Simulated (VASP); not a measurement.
**Au: single point with PBEsol**

Crystal: Au.

```
CELL_PARAMETERS angstrom
2.60107 0.00000 0.00000
0.00000 2.60107 0.00000
0.00000 0.00000 2.60107
ATOMIC_POSITIONS crystal
Au 0.00000 0.00000 0.00000
```

This cell differs from its parent crystal: volume scaled by 0.9.

```yaml
Program: VASP 6.6.1
Task: single point
Functional: PBEsol
Potentials_or_basis: VASP PAW PBE potentials, release 64 (Au)
Cutoff: 520 eV
k_mesh: 14 × 14 × 14
Occupations: fermi-dirac, width 0.08 eV
Spin: no spin polarisation
```

- Pressure: 18.4 GPa

Levels at points of the mesh, in eV from the Fermi level:
| k point | band 2 | band 3 | band 4 | band 5 | band 6 | band 7 | band 8 | band 9 |
| --- | --- | --- | --- | --- | --- | --- | --- | --- |
| (0.00, 0.00, 0.00) | -6.85 | -6.85 | -1.36 | -1.36 | -1.36 | 14.75 | 14.75 | 14.75 |
| (0.50, 0.00, 0.00) | -6.33 | -3.29 | -3.29 | -1.21 | -1.17 | 2.88 | 16.49 | 19.32 |
| (0.50, 0.50, 0.00) | -5.84 | -2.94 | -2.94 | 0.12 | 3.78 | 3.78 | 8.11 | 12.42 |
| (0.50, 0.50, 0.50) | -5.98 | -5.98 | 0.25 | 0.25 | 9.25 | 9.25 | 9.25 | 9.74 |

It took 9.6 s on 1 thread of Intel(R) Xeon(R) Platinum 8488C (Sapphire Rapids), on a shared host, peak memory 0.14 GiB.

Caveat: the PAW data sets were made with another functional, which shifts forces and pressure a little; spin-orbit coupling is left out, which moves the levels of the heavy elements.
